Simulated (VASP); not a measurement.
# AlFe (Pm-3m) in VASP: notebook

The runs below take AlFe through single point, with PBE.

Everything below comes from runs of VASP 6.6.1. Logs are shortened: lines on timing, memory, paths and dates and some standing lists are left out, and cuts for length are marked.

## (1) The cell of the first run

It takes space group Pm-3m (No. 221, cubic). The conventional cell has a = 2.910 Å, b = 2.910 Å, c = 2.910 Å, α = 90.00°, β = 90.00°, γ = 90.00°. Al (site symmetry m-3m) has 8 Fe at 2.52 Å and 6 Al at 2.91 Å within 3.3 Å. Within 3.3 Å of Fe (site symmetry m-3m) lie 8 Al at 2.52 Å and 6 Fe at 2.91 Å.

## (2) Single point, PBE, collinear spin, ferromagnetic start

INCAR

```
SYSTEM = AlFe
ALGO = Normal
EDIFF = 1E-6
ENCUT = 520
GGA = PE
ISIF = 2
ISMEAR = -1
ISPIN = 2
LASPH = .TRUE.
LCHARG = .TRUE.
LELF = .TRUE.
LMAXMIX = 4
LORBIT = 11
LREAL = .FALSE.
LVHAR = .TRUE.
LWAVE = .FALSE.
MAGMOM = 0 0 3 3
NBANDS = 23
NELM = 150
PREC = Accurate
SIGMA = 0.1
```

KPOINTS

```
k-points
0
G
  7 10 7
  0 0 0
```

POSCAR

```
AlFe
1.0
    0.0000000000      2.9100000000      2.9100000000
    2.9100000000      0.0000000000      0.0000000000
    0.0000000000      2.9100000000     -2.9100000000
Al Fe
2 2
Direct
    0.0000000000      0.0000000000      0.0000000000
    0.5000000000      0.0000000000      0.5000000000
    0.5000000000      0.5000000000      0.0000000000
    0.0000000000      0.5000000000      0.5000000000
```

Potentials or basis: VASP PAW PBE potentials, release 64 (Al, Fe).

The run is started by

```bash
cat potpaw_PBE.64/Al/POTCAR potpaw_PBE.64/Fe/POTCAR > POTCAR
mpirun -np 1 vasp_std > vasp.out
```

OUTCAR:

```text
SYSTEM = AlFe
   EDIFF = 1E-6
   ENCUT = 520
   GGA = PE
   ISIF = 2
   ISMEAR = -1
   ISPIN = 2
   LASPH = .TRUE.
   LORBIT = 11
   LREAL = .FALSE.
   NELM = 150
   PREC = Accurate

 ion  position               nearest neighbor table
   1  0.000  0.000  0.000-   3 2.52   4 2.52   4 2.52   3 2.52   4 2.52   4 2.52   3 2.52   3 2.52
                             2 2.91   2 2.91   2 2.91   2 2.91
   2  0.500  0.000  0.500-   3 2.52   4 2.52   3 2.52   3 2.52   4 2.52   3 2.52   4 2.52   4 2.52
                             1 2.91   1 2.91   1 2.91   1 2.91
   3  0.500  0.500  0.000-   1 2.52   2 2.52   2 2.52   1 2.52   2 2.52   2 2.52   1 2.52   1 2.52
                             4 2.91   4 2.91   4 2.91   4 2.91
   4  0.000  0.500  0.500-   1 2.52   2 2.52   1 2.52   1 2.52   2 2.52   1 2.52   2 2.52   2 2.52
                             3 2.91   3 2.91   3 2.91   3 2.91

  LATTYP: Found a simple tetragonal cell.
 ALAT       =     4.1153614665
 C/A-ratio  =     0.7071067812

  Lattice vectors:

 A1 = (   0.0000000000,  -2.9100000000,  -2.9100000000)
 A2 = (   0.0000000000,   2.9100000000,  -2.9100000000)
 A3 = (   2.9100000000,   0.0000000000,   0.0000000000)

Analysis of symmetry for initial positions (statically):
=====================================================================
 Subroutine PRICEL returns following result:

  LATTYP: Found a simple cubic cell.
 ALAT       =     2.9100000000
[... 12 lines left out ...]
 Subroutine GETGRP returns: Found 16 space group operations
 (whereof 16 operations were pure point group operations)
 out of a pool of 16 trial point group operations.

The static configuration has the point symmetry D_4h.

Analysis of symmetry for dynamics (positions and initial velocities):
=====================================================================
 Subroutine PRICEL returns following result:

  LATTYP: Found a simple cubic cell.
 ALAT       =     2.9100000000
[... 12 lines left out ...]
 Subroutine GETGRP returns: Found 16 space group operations
 (whereof 16 operations were pure point group operations)
 out of a pool of 16 trial point group operations.

The dynamic configuration has the point symmetry D_4h.

Analysis of structural, dynamic, and magnetic symmetry:
=====================================================================
 Subroutine PRICEL returns following result:

  LATTYP: Found a simple cubic cell.
 ALAT       =     2.9100000000
[... 12 lines left out ...]
 Subroutine GETGRP returns: Found 16 space group operations
 (whereof 16 operations were pure point group operations)
 out of a pool of 16 trial point group operations.

The overall configuration has the point symmetry D_4h.

 Subroutine INISYM returns: Found 16 space group operations
 (whereof 16 operations are pure point group operations),
 and found     2 'primitive' translations

[... 127 lines left out ...]
  volume of cell :       49.28
 maximum number of plane-waves:      1354
 NGX is ok and might be reduce to    32
   NGX = 15   NGY = 11   NGZ = 15

 number of electron      21.9999980 magnetization       1.4399010

 Free energy of the ion-electron system (eV)
  ---------------------------------------------------
  ext. energy  EPLUGINS =         0.00000000
  ---------------------------------------------------
  free energy    TOTEN  =       -25.33803293 eV

  energy without entropy =      -25.18259998  energy(sigma->0) =      -25.26031646

 E-fermi :   7.6933     XC(G=0): -11.9714

 val. band max:        7.6877615679   @ k =   0.2857   0.5000   0.0000
 cond. band min:       7.6959916826   @ k =   0.4286   0.5000   0.1429
 fundamental gap:      0.0082301147
 Fermi energy:         7.6932543065

 spin component 1

 k-point     1 :       0.0000    0.0000    0.0000
  band No.  band energies     occupation
      1      -2.5600      1.00000
      2       2.8268      1.00000
      3       5.1882      1.00000
      4       5.2363      1.00000
      5       5.2433      1.00000
      6       5.5656      1.00000
[... 613 lines left out ...]
     22      15.8332      0.00000
     23      19.1857      0.00000

 [... further k-points ...]

 spin component 2

 k-point     1 :       0.0000    0.0000    0.0000
  band No.  band energies     occupation
      1      -2.5596      1.00000
      2       3.0757      1.00000
      3       5.5304      1.00000
      4       5.5517      1.00000
      5       5.5517      1.00000
      6       5.6393      1.00000
[... 613 lines left out ...]
     22      16.0028      0.00000
     23      19.2394      0.00000

 [... further k-points ...]

------------------------ aborting loop because EDIFF is reached ----------------------------------------

  FORCE on cell =-STRESS in cart. coord.  units (eV):
  Direction    XX          YY          ZZ          XY          YZ          ZX
  --------------------------------------------------------------------------------------
  -------------------------------------------------------------------------------------
  Total       -1.7437553     -1.7418283     -1.7418283     -0.0000000      0.0000000      0.0000000
  in kB      -56.6874802    -56.6248377    -56.6248377     -0.0000000      0.0000000      0.0000000
  external PRESSURE =     -56.6457186 kB  Pullay stress =       0.0000000 kB

 VOLUME and BASIS-vectors are now :
 -----------------------------------------------------------------------------
  energy-cutoff  :      520.00
  volume of cell :       49.28
      direct lattice vectors                 reciprocal lattice vectors
     0.000000000  2.910000000  2.910000000     0.000000000  0.171821306  0.171821306
     2.910000000  0.000000000  0.000000000     0.343642612  0.000000000  0.000000000
     0.000000000  2.910000000 -2.910000000     0.000000000  0.171821306 -0.171821306

 POSITION                                       TOTAL-FORCE (eV/Angst)
 -----------------------------------------------------------------------------------
      0.00000      0.00000      0.00000         0.000000     -0.000000      0.000000
      0.00000      2.91000      0.00000         0.000000     -0.000000      0.000000
      1.45500      1.45500      1.45500         0.000000      0.000000      0.000000
      1.45500      1.45500     -1.45500        -0.000000      0.000000     -0.000000
 -----------------------------------------------------------------------------------
    total drift:                               -0.000000     -0.000000      0.000000

  FREE ENERGIE OF THE ION-ELECTRON SYSTEM (eV)
  ---------------------------------------------------
  free  energy   TOTEN  =       -25.3380329311 eV

  energy  without entropy=      -25.1825999836  energy(sigma->0) =      -25.26031646

 total charge

# of ion       s       p       d       tot
------------------------------------------
    1        0.395   0.420   0.000   0.816
    2        0.395   0.420   0.000   0.816
    3        0.416   0.475   6.451   7.343
    4        0.416   0.475   6.451   7.343
--------------------------------------------------
tot          1.624   1.790  12.903  16.317

 magnetization (x)

# of ion       s       p       d       tot
------------------------------------------
    1       -0.008  -0.017   0.000  -0.025
    2       -0.008  -0.017   0.000  -0.025
    3        0.000   0.006   0.759   0.766
    4        0.000   0.006   0.759   0.766
--------------------------------------------------
tot         -0.016  -0.021   1.518   1.481
```

OSZICAR:

```text
N       E                     dE             d eps       ncg     rms          rms(c)
DAV:   1     0.108054357626E+03    0.10805E+03   -0.87636E+03  5536   0.100E+03
DAV:   2    -0.226895654134E+02   -0.13074E+03   -0.12000E+03  5562   0.218E+02
DAV:   3    -0.281659411862E+02   -0.54764E+01   -0.52625E+01  6923   0.553E+01
DAV:   4    -0.282810933580E+02   -0.11515E+00   -0.11499E+00  6492   0.701E+00
DAV:   5    -0.282854394355E+02   -0.43461E-02   -0.43457E-02  7193   0.140E+00    0.198E+01
DAV:   6    -0.315996315016E+02   -0.33142E+01   -0.35614E+01  6404   0.983E+01    0.248E+01
DAV:   7    -0.253858923293E+02    0.62137E+01   -0.24195E+01  6346   0.659E+01    0.437E+00
DAV:   8    -0.253694231821E+02    0.16469E-01   -0.37829E-01  6908   0.465E+00    0.241E+00
DAV:   9    -0.253442702687E+02    0.25153E-01   -0.29709E-02  7416   0.230E+00    0.147E+00
DAV:  10    -0.253381184543E+02    0.61518E-02   -0.41195E-03  7219   0.559E-01    0.367E-01
DAV:  11    -0.253380491850E+02    0.69269E-04   -0.45985E-04  7282   0.209E-01    0.161E-01
DAV:  12    -0.253380371730E+02    0.12012E-04   -0.30239E-05  8307   0.550E-02    0.808E-02
DAV:  13    -0.253380327697E+02    0.44033E-05   -0.77552E-06  7560   0.340E-02    0.231E-02
DAV:  14    -0.253380329311E+02   -0.16145E-06   -0.42669E-06  6408   0.222E-02
   1 F= -.25338033E+02 E0= -.25260316E+02  d E =-.155433E+00  mag=     1.4388
```

stdout:

```text
POSCAR found type information on POSCAR AlFe
 POSCAR found :  2 types and       4 ions
 scaLAPACK will be used
 LDA part: xc-table for (Slater+PW92), standard interpolation
 POSCAR, INCAR and KPOINTS ok, starting setup
 FFT: planning ... GRIDC
 FFT: planning ... GRID_SOFT
 FFT: planning ... GRID
 WAVECAR not read
 entering main loop
```

It took 44 s on 1 thread of Intel Xeon 6975P-C (Granite Rapids), shared host; peak memory 0.24 GiB.

What came out:

- Free energy: -25.3380 eV
- Pressure: -5.7 GPa
- Net moment: 1.44 μB per cell
- Site moments: Al -0.03; Fe +0.77 μB
- Valence electrons inside the program's atomic spheres: Al 0.82; Fe 7.34

Levels at points of the mesh, in eV from the Fermi level:
Spin up:
| k point | band 8 | band 9 | band 10 | band 11 | band 12 | band 13 | band 14 | band 15 | band 16 | band 17 |
| --- | --- | --- | --- | --- | --- | --- | --- | --- | --- | --- |
| (0.00, 0.00, 0.00) | -1.12 | -1.12 | -0.45 | -0.45 | -0.45 | 0.33 | 3.01 | 3.71 | 6.09 | 6.09 |
| (0.00, 0.50, 0.00) | -1.35 | -0.34 | 0.36 | 0.37 | 0.74 | 2.86 | 2.87 | 2.87 | 3.87 | 5.62 |
Spin down:
```csv
k point,band 8,band 9,band 10,band 11,band 12,band 13
"(0.00, 0.00, 0.00)",-0.35,-0.35,0.40,0.40,0.40,0.91
"(0.00, 0.50, 0.00)",-0.61,0.52,0.95,0.96,1.30,2.93
```

Caveat: the cell stands under tension.

## (3) Single point, PBE, collinear spin, ferromagnetic start

INCAR

```
ALGO = Normal
EDIFF = 1E-6
ENCUT = 520
GGA = PE
ISIF = 2
ISMEAR = -1
ISPIN = 2
LASPH = T
LCHARG = T
LELF = T
LMAXMIX = 4
LORBIT = 11
LREAL = F
LVHAR = T
LWAVE = F
MAGMOM = 0 0 3 3
NBANDS = 23
NELM = 150
PREC = Accurate
SIGMA = 0.1
```

KPOINTS

```
k-points
0
Gamma
  7 10 7
```

POSCAR is that of step 2.

Potentials or basis: VASP PAW PBE potentials, release 64 (Al, Fe).

The run is started by

```bash
cat potpaw_PBE.64/Al/POTCAR potpaw_PBE.64/Fe/POTCAR > POTCAR
mpirun -np 1 vasp_std > vasp.out
```

Run time: 42 s. Hardware: 1 thread of Intel Xeon 6975P-C (Granite Rapids), shared host; peak memory 0.24 GiB.

Results (log left out):

* Free energy: -25.3380 eV
* Pressure: -5.7 GPa
* Net moment: 1.44 μB per cell
* Site moments: Al -0.03; Fe +0.77 μB
* Valence electrons inside the program's atomic spheres: Al 0.82; Fe 7.34

Levels at points of the mesh, in eV from the Fermi level:
Spin up:
```
           k point  band 10  band 11  band 12  band 13  band 14  band 15
(0.00, 0.00, 0.00)    -0.45    -0.45    -0.45     0.33     3.01     3.71
(0.00, 0.50, 0.00)     0.36     0.37     0.74     2.86     2.87     2.87
```
Spin down:
```csv
k point,band 8,band 9,band 10,band 11,band 12,band 13
"(0.00, 0.00, 0.00)",-0.35,-0.35,0.40,0.40,0.40,0.91
"(0.00, 0.50, 0.00)",-0.61,0.52,0.95,0.96,1.30,2.93
```

Caveat: the cell stands under tension.

## (4) Single point, PBE, collinear spin, antiferromagnetic start

INCAR

```
PREC     = Accurate       # precision mode
ENCUT    = 520            # plane-wave cutoff, eV
EDIFF    = 1E-6           # SCF threshold, eV
ISMEAR   = -1             # smearing method
SIGMA    = 0.1            # smearing width, eV
LREAL    = F              # projectors in reciprocal space
LASPH    = T              # aspherical terms in the spheres
NELM     = 150            # most SCF steps
ALGO     = Normal         # electronic algorithm
ISIF     = 2              # what is computed and relaxed
LWAVE    = F              # write WAVECAR
LCHARG   = T              # write CHGCAR
ISPIN    = 2              # spin polarisation
MAGMOM   = 0 0 3 -3       # initial moments
LORBIT   = 11             # projections on sites
LMAXMIX  = 4              # l up to which the mixer works
GGA      = PE             # functional
LELF     = T              # ELF
LVHAR    = T            
NBANDS   = 23             # bands
```

KPOINTS

```
regular mesh
0
Gamma
  7 10 7
```

POSCAR is that of step 3.

The run is started by

```bash
cat potpaw_PBE.64/Al/POTCAR potpaw_PBE.64/Fe/POTCAR > POTCAR
mpirun -np 1 vasp_std > vasp.out
```

Run time: 58 s. Hardware: 1 thread of Intel Xeon 6975P-C (Granite Rapids), shared host; peak memory 0.24 GiB.

It converged, with:

- Free energy: -25.3073 eV
- Pressure: -4.8 GPa
- Band gap on the k mesh: zero (filled and empty bands overlap)
- Net moment: 0.00 μB per cell
- Site moments: Al +0.00; Fe +0.93, -0.93 μB
- Valence electrons inside the program's atomic spheres: Al 0.82; Fe 7.34

Stress tensor (GPa, compression positive):
```
-7.79  0.00  0.00
 0.00 -3.28  0.00
 0.00  0.00 -3.28
```

Levels at points of the mesh, in eV from the Fermi level:
Spin up:
```
           k point  band 7  band 8  band 9  band 10  band 11  band 12  band 13  band 14  band 15  band 16
(0.00, 0.00, 0.00)   -2.08   -0.99   -0.99    -0.01     0.21     0.21     0.71     3.20     4.04     6.11
(0.00, 0.50, 0.00)   -0.95   -0.95    0.13     0.40     0.77     1.26     2.90     2.92     2.92     3.85
```
Spin down:
```tsv
k point	band 7	band 8	band 9	band 10	band 11	band 12	band 13	band 14	band 15	band 16
(0.00, 0.00, 0.00)	-2.08	-0.99	-0.99	-0.01	0.21	0.21	0.71	3.20	4.04	6.11
(0.00, 0.50, 0.00)	-0.95	-0.95	0.13	0.40	0.77	1.26	2.90	2.92	2.92	3.85
```

Caveat: the cell stands under tension.

## (5) Single point, PBE, collinear spin, antiferromagnetic start

INCAR

```
SYSTEM = AlFe
ALGO = Normal
EDIFF = 1E-6
ENCUT = 520
GGA = PE
ISIF = 2
ISMEAR = -1
ISPIN = 2
LASPH = .TRUE.
LCHARG = .TRUE.
LELF = .TRUE.
LMAXMIX = 4
LORBIT = 11
LREAL = .FALSE.
LVHAR = .TRUE.
LWAVE = .FALSE.
MAGMOM = 0 0 3 -3
NBANDS = 23
NELM = 150
PREC = Accurate
SIGMA = 0.1
```

KPOINTS

```
k-points
0
G
  7 10 7
  0 0 0
```

POSCAR is that of step 4.

The run is started by

```bash
cat potpaw_PBE.64/Al/POTCAR potpaw_PBE.64/Fe/POTCAR > POTCAR
mpirun -np 1 vasp_std > vasp.out
```

It took 58 s on 1 thread of Intel Xeon 6975P-C (Granite Rapids), shared host; peak memory 0.24 GiB.

Results (log left out):

```
Free energy                                           : -25.3073 eV
Pressure                                              : -4.8 GPa
Band gap on the k mesh                                : zero (filled and empty bands overlap)
Net moment                                            : 0.00 μB per cell
Site moments                                          : Al +0.00; Fe +0.93, -0.93 μB
Valence electrons inside the program's atomic spheres : Al 0.82; Fe 7.34
```

Stress tensor (GPa, compression positive):
```
-7.79  0.00  0.00
 0.00 -3.28  0.00
 0.00  0.00 -3.28
```

Levels at points of the mesh, in eV from the Fermi level:
Spin up:
| k point | band 7 | band 8 | band 9 | band 10 | band 11 | band 12 | band 13 | band 14 | band 15 | band 16 |
| --- | --- | --- | --- | --- | --- | --- | --- | --- | --- | --- |
| (0.00, 0.00, 0.00) | -2.08 | -0.99 | -0.99 | -0.01 | 0.21 | 0.21 | 0.71 | 3.20 | 4.04 | 6.11 |
| (0.00, 0.50, 0.00) | -0.95 | -0.95 | 0.13 | 0.40 | 0.77 | 1.26 | 2.90 | 2.92 | 2.92 | 3.85 |
Spin down:
| k point | band 8 | band 9 | band 10 | band 11 | band 12 | band 13 | band 14 | band 15 |
| --- | --- | --- | --- | --- | --- | --- | --- | --- |
| (0.00, 0.00, 0.00) | -0.99 | -0.99 | -0.01 | 0.21 | 0.21 | 0.71 | 3.20 | 4.04 |
| (0.00, 0.50, 0.00) | -0.95 | 0.13 | 0.40 | 0.77 | 1.26 | 2.90 | 2.92 | 2.92 |

Caveat: the cell stands under tension.

## (6) Single point, PBE, collinear spin, antiferromagnetic start

INCAR

```
ALGO = Normal ; EDIFF = 1E-7
ENCUT = 520 ; GGA = PE
ISIF = 2 ; ISMEAR = -1
ISPIN = 2 ; LASPH = True
LCHARG = False ; LMAXMIX = 4
LORBIT = 11 ; LREAL = False
LWAVE = False ; MAGMOM = 0 0 3 -3
NBANDS = 23 ; NELM = 150
PREC = Accurate ; SIGMA = 0.1
```

KPOINTS

```
Automatic mesh
0
Gamma
  7 10 7
  0.5 0.5 0.5
```

POSCAR is that of step 5.

Potentials or basis: VASP PAW PBE potentials, release 64 (Al, Fe).

The run is started by

```bash
cat potpaw_PBE.64/Al/POTCAR potpaw_PBE.64/Fe/POTCAR > POTCAR
mpirun -np 1 vasp_std > vasp.out
```

Wall time 48 s (1 thread of Intel Xeon 6975P-C (Granite Rapids), shared host); peak memory 0.23 GiB.

The run converged. Its results:

```
Free energy                                           : -25.3095 eV
Pressure                                              : -4.9 GPa
Band gap on the k mesh                                : zero (filled and empty bands overlap)
Net moment                                            : 0.00 μB per cell
Site moments                                          : Al +0.00; Fe +0.91, -0.91 μB
Valence electrons inside the program's atomic spheres : Al 0.82; Fe 7.34
```

Stress tensor (GPa, compression positive):
```
-7.86  0.00  0.00
 0.00 -3.40  0.00
 0.00  0.00 -3.40
```

Levels at points of the mesh, in eV from the Fermi level:
Spin up:
```csv
k point,band 8,band 9,band 10,band 11,band 12,band 13,band 14,band 15
"(0.07, 0.05, 0.07)",-0.90,-0.89,-0.06,0.15,0.20,0.77,3.46,4.20
```
Spin down:
```tsv
k point	band 7	band 8	band 9	band 10	band 11	band 12	band 13	band 14	band 15	band 16
(0.07, 0.05, 0.07)	-1.66	-0.90	-0.89	-0.06	0.15	0.20	0.77	3.46	4.20	5.35
```

Caveat: the cell stands under tension.

## (7) Overview

```csv
spin,k mesh,gap on the mesh (eV),pressure (GPa),moment (μB)
"collinear, ferromagnetic start",7 × 10 × 7,none,-5.7,1.44
"collinear, antiferromagnetic start",7 × 10 × 7,none,-4.8,0.00
"collinear, antiferromagnetic start","7 × 10 × 7, shifted",none,-4.9,0.00
```

Alike in all rows: task single point; level PBE; potentials or basis VASP PAW PBE potentials, release 64 (Al, Fe); cell as given; cutoff (eV) 520; smearing fermi-dirac 0.1 eV.

Caveats: the cell stands under tension.

Total energies depend on the potentials used, so only differences within one code and one set of settings carry meaning.
